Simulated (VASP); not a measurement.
# Li (P6_3/mmc) in VASP: a series of runs

Runs on Li. Level: LDA. Tasks: relaxation of cell and atoms.

All numbers are computed with VASP 6.6.1; they aren't measurements. Logs are shortened: lines on timing, memory, paths and dates and some standing lists are left out, and cuts for length are marked.

### Step 1. The cell of the first run

The structure is hexagonal, space group P6_3/mmc (No. 194). The conventional cell has a = 2.924 Å, b = 2.924 Å, c = 4.737 Å, α = 90.00°, β = 90.00°, γ = 120.00°. Li (site symmetry -6m2) has 12 Li at 2.91 to 2.92 Å within 3.8 Å.

This isn't the form of Li at room conditions, which is bcc.

### Step 2. Relaxation of cell and atoms, LDA, target pressure 1.3 GPa, at which the enthalpy is minimised

Input file INCAR:

```
PREC = Accurate ; ENCUT = 600
EDIFF = 1E-6 ; ISMEAR = -1
SIGMA = 0.05 ; LREAL = False
LASPH = True ; NELM = 100
ALGO = Normal ; ISIF = 3
LWAVE = False ; LCHARG = False
GGA = CA ; IBRION = 2
NSW = 60 ; EDIFFG = -0.005
PSTRESS = 13.0
```

Input file KPOINTS:

```
regular mesh
0
Gamma
  15 15 8
```

Input file POSCAR:

```
Li
1.0
    2.9240306122      0.0000000000      0.0000000000
   -1.4620153061      2.5322847916      0.0000000000
    0.0000000000      0.0000000000      4.7369295918
Li
2
Direct
    0.3333333333      0.6666666667      0.2500000000
    0.6666666667      0.3333333333      0.7500000000
```

Potentials or basis: VASP PAW LDA potentials, release 64 (Li_sv).

The run is started by

```
> cat potpaw_LDA.64/Li_sv/POTCAR > POTCAR
> mpirun -np 1 vasp_std > vasp.out
```

OUTCAR:

```text
PREC = Accurate
   ENCUT = 600
   EDIFF = 1E-6
   ISMEAR = -1
   LREAL = False
   LASPH = True
   NELM = 100
   ISIF = 3
   GGA = CA
   IBRION = 2
   NSW = 60
   EDIFFG = -0.005
   PSTRESS = 13.0

 ion  position               nearest neighbor table
   1  0.333  0.667  0.250-
   2  0.667  0.333  0.750-

  LATTYP: Found a hexagonal cell.
 ALAT       =     2.9240306122
 C/A-ratio  =     1.6200000000

  Lattice vectors:

 A1 = (   2.9240306122,   0.0000000000,   0.0000000000)
 A2 = (  -1.4620153061,   2.5322847916,   0.0000000000)
 A3 = (   0.0000000000,   0.0000000000,   4.7369295918)

Analysis of symmetry for initial positions (statically):
=====================================================================
 Subroutine PRICEL returns:
 Original cell was already a primitive cell.

 Routine SETGRP: Setting up the symmetry group for a
 hexagonal supercell.

 Subroutine GETGRP returns: Found 24 space group operations
 (whereof 12 operations were pure point group operations)
 out of a pool of 24 trial point group operations.

The static configuration has the point symmetry D_3d.
 The point group associated with its full space group is D_6h.

Analysis of symmetry for dynamics (positions and initial velocities):
=====================================================================
 Subroutine PRICEL returns:
 Original cell was already a primitive cell.

 Routine SETGRP: Setting up the symmetry group for a
 hexagonal supercell.

 Subroutine GETGRP returns: Found 24 space group operations
 (whereof 12 operations were pure point group operations)
 out of a pool of 24 trial point group operations.

The dynamic configuration has the point symmetry D_3d.
 The point group associated with its full space group is D_6h.

 Subroutine INISYM returns: Found 24 space group operations
 (whereof 12 operations are pure point group operations),
 and found     1 'primitive' translations

----------------------------------------------------------------------------------------

                                     Primitive cell

  volume of cell :      35.0745

  direct lattice vectors                    reciprocal lattice vectors
     2.924030612  0.000000000  0.000000000     0.341993684  0.197450145  0.000000000
    -1.462015306  2.532284792  0.000000000     0.000000000  0.394900291  0.000000000
     0.000000000  0.000000000  4.736929592     0.000000000  0.000000000  0.211107212

  length of vectors
     2.924030612  2.924030612  4.736929592     0.394900291  0.394900291  0.211107212

  position of ions in fractional coordinates (direct lattice)
     0.333333333  0.666666667  0.250000000
     0.666666667  0.333333333  0.750000000

  ion indices of the primitive-cell ions
   primitive index   ion index
                 1           1
                 2           2

----------------------------------------------------------------------------------------

 KPOINTS: regular mesh

Automatic generation of k-mesh.
 Grid dimensions read from file:
 generate k-points for:   15   15    8

 Generating k-lattice:

  Cartesian coordinates                     Fractional coordinates (reciprocal lattice)
     0.022799579  0.013163343  0.000000000     0.066666667  0.000000000  0.000000000
     0.000000000  0.026326686  0.000000000     0.000000000  0.066666667  0.000000000
     0.000000000  0.000000000  0.026388402     0.000000000  0.000000000  0.125000000

  Length of vectors
     0.026326686  0.026326686  0.026388402

  Shift w.r.t. Gamma in fractional coordinates (k-lattice)
     0.000000000  0.000000000  0.000000000

 Subroutine IBZKPT returns following result:
 ===========================================

 Found    135 irreducible k-points:

 Following reciprocal coordinates:
            Coordinates               Weight
  0.000000  0.000000  0.000000      1.000000
  0.066667 -0.000000  0.000000      6.000000
  0.133333  0.000000  0.000000      6.000000
  0.200000 -0.000000  0.000000      6.000000
  0.266667  0.000000  0.000000      6.000000
  0.333333  0.000000  0.000000      6.000000
[... 16 lines left out ...]
  0.333333  0.200000  0.000000     12.000000
  0.400000  0.200000  0.000000      6.000000
 [... further k-points ...]
   k-points           NKPTS =    135   k-points in BZ     NKDIM =    135   number of bands    NBANDS=      7
   number of dos      NEDOS =    301   number of ions     NIONS =      2
   total plane-waves  NPLWV =  23040
   dimension x,y,z NGX =    24 NGY =   24 NGZ =   40
   dimension x,y,z NGXF=    48 NGYF=   48 NGZF=   80
   ions per type =               2
   NGX,Y,Z   is equivalent  to a cutoff of  13.65, 13.65, 14.04 a.u.
   NGXF,Y,Z  is equivalent  to a cutoff of  27.29, 27.29, 28.08 a.u.
 SYSTEM =  unknown system
   PREC   = accura    normal or accurate (medium, high low for compatibility)
   ISTART =      0    job   : 0-new  1-cont  2-samecut
   ICHARG =      2    charge: 1-file 2-atom 10-const
   ISPIN  =      1    spin polarized calculation?
   LNONCOLLINEAR =      F non collinear calculations
   LSORBIT =      F    spin-orbit coupling
   LASPH  =      T    aspherical Exc in radial PAW
   ENCUT  =  600.0 eV  44.10 Ry    6.64 a.u.   5.84  5.84  9.46*2*pi/ulx,y,z
   NELM   =    100;   NELMIN=  2; NELMDL= -5     # of ELM steps
   EDIFF  = 0.1E-05   stopping-criterion for ELM
   LREAL  =      F    real-space projection
   EDIFFG = -.5E-02   stopping-criterion for IOM
   NSW    =     60    number of steps for IOM
   IBRION =      2    ionic relax: 0-MD 1-quasi-New 2-CG
   NFREE  =      1    steps in history (QN), initial steepest desc. (CG)
   ISIF   =      3    stress and relaxation
   ISYM   =      2    0-nonsym 1-usesym 2-fastsym
   POTIM  = 0.5000    time-step for ionic-motion
   TEBEG  =    0.0;   TEEND  =   0.0 temperature during run
   PSTRESS=   13.0 pullay stress
   NELECT =       6.0000    total number of electrons
   NUPDOWN=      -1.0000    fix difference up-down
   EMIN   =  10.00;   EMAX   =-10.00  energy-range for DOS
   EFERMI =   0.00;   METHOD = LEGACY
   ISMEAR =    -1;   SIGMA  =   0.05  broadening in eV -4-tet -1-fermi 0-gaus
   EFERMI_NEDOS =   21; number of points for ismear=-14 and -15
   IALGO  =     38    algorithm
   IMIX   =      4    mixing-type and parameters
     AMIX     =   0.40;   BMIX     =  1.00
     AMIX_MAG =   1.60;   BMIX_MAG =  1.00
  volume/ion in A,a.u.               =      17.54       118.35
  Fermi-wavevector in a.u.,A,eV,Ry     =   0.908786  1.717356 11.236934  0.825891
  Thomas-Fermi vector in A             =   2.032753
   LORBIT       =      0    0 simple, 1 ext, 2 COOP (PROOUT), +10 PAW based schemes
   GGA     = CA    functional components
   LHFCALC =     F    Hartree Fock is set to
   AEXX    =    0.0000 exact exchange contribution
   IVDW    =     0    specifies the selected vdW correction
   LEPSILON=     F    determine dielectric tensor
   LRPA    =     F    only Hartree local field effects (RPA)
 conjugate gradient relaxation of ions
 non-spin polarized calculation
  energy-cutoff  :      600.00
  volume of cell :       35.07
 maximum number of plane-waves:      1186
 NGX is ok and might be reduce to    24
   NGX = 11   NGY = 11   NGZ = 19

--------------------------------------- Ionic step        1  -------------------------------------------

 number of electron       6.0000004 magnetization

 Free energy of the ion-electron system (eV)
  ---------------------------------------------------
  ext. energy  EPLUGINS =         0.00000000
  ---------------------------------------------------
  free energy    TOTEN  =        -4.08329024 eV

  energy without entropy =       -4.07480895  energy(sigma->0) =       -4.07904960

------------------------ aborting loop because EDIFF is reached ----------------------------------------

  FORCE on cell =-STRESS in cart. coord.  units (eV):
  Direction    XX          YY          ZZ          XY          YZ          ZX
  --------------------------------------------------------------------------------------
  -------------------------------------------------------------------------------------
  Total        0.2374386      0.2374386      0.3020479      0.0000000     -0.0000000      0.0000000
  in kB       10.8460224     10.8460224     13.7973279      0.0000000     -0.0000000      0.0000000
  external PRESSURE =      -1.1702091 kB  Pullay stress =      13.0000000 kB
[... 213 lines left out ...]
  enthalpy is  TOTEN    =        -3.7990906655 eV   P V=        0.2820066104

--------------------------------------- Ionic step        7  -------------------------------------------

 number of electron       5.9999996 magnetization

 Free energy of the ion-electron system (eV)
  ---------------------------------------------------
  ext. energy  EPLUGINS =         0.00000000
  ---------------------------------------------------
  free energy    TOTEN  =        -4.08171853 eV

  energy without entropy =       -4.07345592  energy(sigma->0) =       -4.07758722

 E-fermi :   1.0575     XC(G=0):  -7.5384

 val. band max:        1.0406223446   @ k =   0.4000   0.0667   0.3750
 cond. band min:       1.0679405609   @ k =   0.4667   0.0667   0.1250
 fundamental gap:      0.0273182163
 Fermi energy:         1.0574597918

 k-point     1 :       0.0000    0.0000    0.0000
  band No.  band energies     occupation
      1     -44.3249      2.00000
      2     -44.2893      2.00000
      3      -2.6160      2.00000
      4       0.9176      1.88496
      5       4.5046      0.00000
      6      14.7661      0.00000
      7      14.7661      0.00000
[... 221 lines left out ...]
 k-point    24 :       0.4000    0.2000    0.0000
  band No.  band energies     occupation
      1     -44.2843      2.00000
      2     -44.2773      2.00000
      3       1.5840      0.00005
      4       2.7919      0.00000
      5       5.7651      0.00000
      6       6.8211      0.00000
      7       7.9311      0.00000

 [... further k-points ...]
[... 5 lines left out ...]
  --------------------------------------------------------------------------------------
  -------------------------------------------------------------------------------------
  Total        0.2822021      0.2822021      0.2816631      0.0000000      0.0000000     -0.0000000
  in kB       12.9821166     12.9821166     12.9573231      0.0000000      0.0000000     -0.0000000
  external PRESSURE =      -0.0261479 kB  Pullay stress =      13.0000000 kB
[... 17 lines left out ...]
  FREE ENERGIE OF THE ION-ELECTRON SYSTEM (eV)
  ---------------------------------------------------
  free  energy   TOTEN  =        -4.0817185321 eV

  energy  without entropy=       -4.0734559158  energy(sigma->0) =       -4.07758722

  enthalpy is  TOTEN    =        -3.7991277185 eV   P V=        0.2825908136

 reached required accuracy - stopping structural energy minimisation
```

Run time: 66 s. Hardware: 1 thread of AMD EPYC 9R45 (Zen 5), shared host; peak memory 0.12 GiB.

Results:

```
Free energy                                                : -4.0817 eV
Relaxed volume                                             : 17.41 Å³/atom
Relaxed cell                                               : a = 2.903 Å, b = 2.903 Å, c = 4.772 Å, α = 90.00°, β = 90.00°, γ = 120.00°
Space group after relaxing (to 0.1 Å)                      : P6_3/mmc (No. 194)
Energy change on relaxing (the run minimises the enthalpy) : +0.8 meV/atom
Ionic steps                                                : 7
Pressure after relaxing                                    : 1.3 GPa
Band gap on the k mesh                                     : zero (bands 3 and 4 overlap by 4.86 eV)
```

The path:
```tsv
step	energy change (eV)	largest force (eV/Å)	pressure (GPa)	volume (Å³)
1	0.0000	0.0000	1.18	35.07
2	0.0004	0.0000	1.22	35.01
3	0.0018	0.0000	1.32	34.81
4	0.0051	0.0000	1.53	34.43
5	0.0026	0.0000	1.37	34.71
6	0.0022	0.0000	1.34	34.76
7	0.0016	0.0000	1.30	34.83
```

Final structure:
```xyz
2
Lattice="2.9031 0.0000 0.0000 -1.4515 2.5141 0.0000 0.0000 0.0000 4.7718" Properties=species:S:1:pos:R:3 pbc="T T T"
Li    0.0000    1.6761    1.1929
Li    1.4515    0.8380    3.5788
```

Caveat: the cutoff is under 1.25 times the usual one of these potentials, so pressure, stress and relaxed cells hold a basis-set (Pulay) error; the cell is relaxed towards a set pressure, so the run minimises the enthalpy, not the energy.

### Step 3. Relaxation of cell and atoms, LDA, target pressure 1.3 GPa, at which the enthalpy is minimised

Input file INCAR:

```
PREC     = Accurate       # precision mode
ENCUT    = 600            # plane-wave cutoff, eV
EDIFF    = 1E-7           # SCF threshold, eV
ISMEAR   = -1             # smearing method
SIGMA    = 0.05           # smearing width, eV
LREAL    = False          # projectors in reciprocal space
LASPH    = True           # aspherical terms in the spheres
NELM     = 100            # most SCF steps
ALGO     = Normal         # electronic algorithm
ISIF     = 3              # what is computed and relaxed
LWAVE    = False          # write WAVECAR
LCHARG   = False          # write CHGCAR
IBRION   = 2              # ionic algorithm
NSW      = 32             # ionic steps
EDIFFG   = -0.005         # ionic threshold
PSTRESS  = 13.0
```

KPOINTS is that of step 2.

Input file POSCAR:

```
Li
1.0
    2.9122494700      0.0000000000      0.0000000000
   -1.4561247350      2.5220820232      0.0000000000
    0.0000000000      0.0000000000      4.7847570651
Li
2
Direct
    0.3333333333      0.6666666667      0.2500000000
    0.6666666667      0.3333333333      0.7500000000
```

Potentials or basis: VASP PAW LDA potentials, release 64 (Li_sv).

The run is started by

```
> cat potpaw_LDA.64/Li_sv/POTCAR > POTCAR
> mpirun -np 1 vasp_std > vasp.out
```

OUTCAR:

```text
PREC = Accurate
   ENCUT = 600
   EDIFF = 1E-7
   ISMEAR = -1
   LREAL = False
   LASPH = True
   NELM = 100
   ISIF = 3
   IBRION = 2
   NSW = 32
   EDIFFG = -0.005
   PSTRESS = 13.0

 ion  position               nearest neighbor table
   1  0.333  0.667  0.250-
   2  0.667  0.333  0.750-

  LATTYP: Found a hexagonal cell.
 ALAT       =     2.9122494700
 C/A-ratio  =     1.6429763708

  Lattice vectors:

 A1 = (   2.9122494700,   0.0000000000,   0.0000000000)
 A2 = (  -1.4561247350,   2.5220820232,   0.0000000000)
 A3 = (   0.0000000000,   0.0000000000,   4.7847570651)

Analysis of symmetry for initial positions (statically):
=====================================================================
 Subroutine PRICEL returns:
 Original cell was already a primitive cell.

 Routine SETGRP: Setting up the symmetry group for a
 hexagonal supercell.

 Subroutine GETGRP returns: Found 24 space group operations
 (whereof 12 operations were pure point group operations)
 out of a pool of 24 trial point group operations.

[... 171 lines left out ...]
  --------------------------------------------------------------------------------------
  -------------------------------------------------------------------------------------
  Total        0.2502372      0.2502372      0.2497416      0.0000000      0.0000000      0.0000000
  in kB       11.4081386     11.4081386     11.3855424      0.0000000      0.0000000      0.0000000
  external PRESSURE =      -1.5993935 kB  Pullay stress =      13.0000000 kB
[... 63 lines left out ...]
--------------------------------------- Ionic step        3  -------------------------------------------

 number of electron       5.9999996 magnetization

 Free energy of the ion-electron system (eV)
  ---------------------------------------------------
  ext. energy  EPLUGINS =         0.00000000
  ---------------------------------------------------
  free energy    TOTEN  =        -4.08185300 eV

  energy without entropy =       -4.07358403  energy(sigma->0) =       -4.07771852

 E-fermi :   1.0562     XC(G=0):  -7.5376

 val. band max:        1.0391289912   @ k =   0.4000   0.0667   0.3750
 cond. band min:       1.0660703014   @ k =   0.4667   0.0667   0.1250
 fundamental gap:      0.0269413102
 Fermi energy:         1.0562038818

 k-point     1 :       0.0000    0.0000    0.0000
  band No.  band energies     occupation
      1     -44.3270      2.00000
      2     -44.2917      2.00000
      3      -2.6159      2.00000
      4       0.9197      1.87749
      5       4.5066      0.00000
      6      14.7561      0.00000
      7      14.7561      0.00000
[... 221 lines left out ...]
 k-point    24 :       0.4000    0.2000    0.0000
  band No.  band energies     occupation
      1     -44.2867      2.00000
      2     -44.2798      2.00000
      3       1.5817      0.00005
      4       2.7894      0.00000
      5       5.7613      0.00000
      6       6.8196      0.00000
      7       7.9317      0.00000

 [... further k-points ...]

------------------------ aborting loop because EDIFF is reached ----------------------------------------

  FORCE on cell =-STRESS in cart. coord.  units (eV):
  Direction    XX          YY          ZZ          XY          YZ          ZX
  --------------------------------------------------------------------------------------
  -------------------------------------------------------------------------------------
  Total        0.2827382      0.2827382      0.2832207      0.0000000      0.0000000     -0.0000000
  in kB       13.0031419     13.0031419     13.0253332      0.0000000      0.0000000     -0.0000000
  external PRESSURE =       0.0105390 kB  Pullay stress =      13.0000000 kB
[... 21 lines left out ...]
  energy  without entropy=       -4.0735840282  energy(sigma->0) =       -4.07771852

  enthalpy is  TOTEN    =        -3.7991831549 eV   P V=        0.2826698476

 reached required accuracy - stopping structural energy minimisation
```

OSZICAR:

```text
N       E                     dE             d eps       ncg     rms          rms(c)
DAV:   1     0.747872755870E+01    0.74787E+01   -0.36225E+03  1897   0.887E+02
[... 20 lines left out ...]
       N       E                     dE             d eps       ncg     rms          rms(c)
DAV:   1    -0.408200040326E+01    0.15372E-02   -0.63131E-03  2947   0.877E-01    0.157E-01
DAV:   2    -0.408193945586E+01    0.60947E-04   -0.89192E-04  2268   0.266E-01    0.107E-01
DAV:   3    -0.408186738057E+01    0.72075E-04   -0.35407E-04  3745   0.124E-01    0.434E-02
DAV:   4    -0.408185273223E+01    0.14648E-04   -0.22258E-05  2653   0.549E-02    0.782E-03
DAV:   5    -0.408185306716E+01   -0.33493E-06   -0.75057E-06  2709   0.225E-02    0.430E-04
DAV:   6    -0.408185300251E+01    0.64645E-07   -0.13884E-07  1778   0.470E-03
   3 F= -.37991832E+01 E0= -.37950487E+01  d E =-.153208E-03
```

Wall time 42 s (1 thread of AMD EPYC 9R45 (Zen 5), shared host); peak memory 0.12 GiB.

Results:

| Property | Result |
| --- | --- |
| Free energy | -4.0819 eV |
| Relaxed volume | 17.42 Å³/atom |
| Relaxed cell | a = 2.904 Å, b = 2.904 Å, c = 4.771 Å, α = 90.00°, β = 90.00°, γ = 120.00° |
| Space group after relaxing (to 0.1 Å) | P6_3/mmc (No. 194) |
| Energy change on relaxing (the run minimises the enthalpy) | +1.2 meV/atom |
| Ionic steps | 3 |
| Pressure after relaxing | 1.3 GPa |
| Band gap on the k mesh | zero (bands 3 and 4 overlap by 4.86 eV) |

Step by step:
| step | energy change (eV) | largest force (eV/Å) | pressure (GPa) | volume (Å³) |
| --- | --- | --- | --- | --- |
| 1 | 0.0000 | 0.0000 | 1.14 | 35.14 |
| 2 | 0.0006 | 0.0000 | 1.19 | 35.05 |
| 3 | 0.0023 | 0.0000 | 1.30 | 34.84 |

Final structure:
```cif
data_structure
_symmetry_space_group_name_H-M 'P 1'
_symmetry_Int_Tables_number 1
_cell_length_a 2.9038
_cell_length_b 2.9038
_cell_length_c 4.7707
_cell_angle_alpha 90.000
_cell_angle_beta 90.000
_cell_angle_gamma 120.000
_cell_volume 34.84
loop_
_atom_site_label
_atom_site_type_symbol
_atom_site_fract_x
_atom_site_fract_y
_atom_site_fract_z
_atom_site_occupancy
Li1 Li 0.33333 0.66667 0.25000 1
Li2 Li 0.66667 0.33333 0.75000 1
```

Caveat: the cutoff is under 1.25 times the usual one of these potentials, so pressure, stress and relaxed cells hold a basis-set (Pulay) error; the cell is relaxed towards a set pressure, so the run minimises the enthalpy, not the energy.
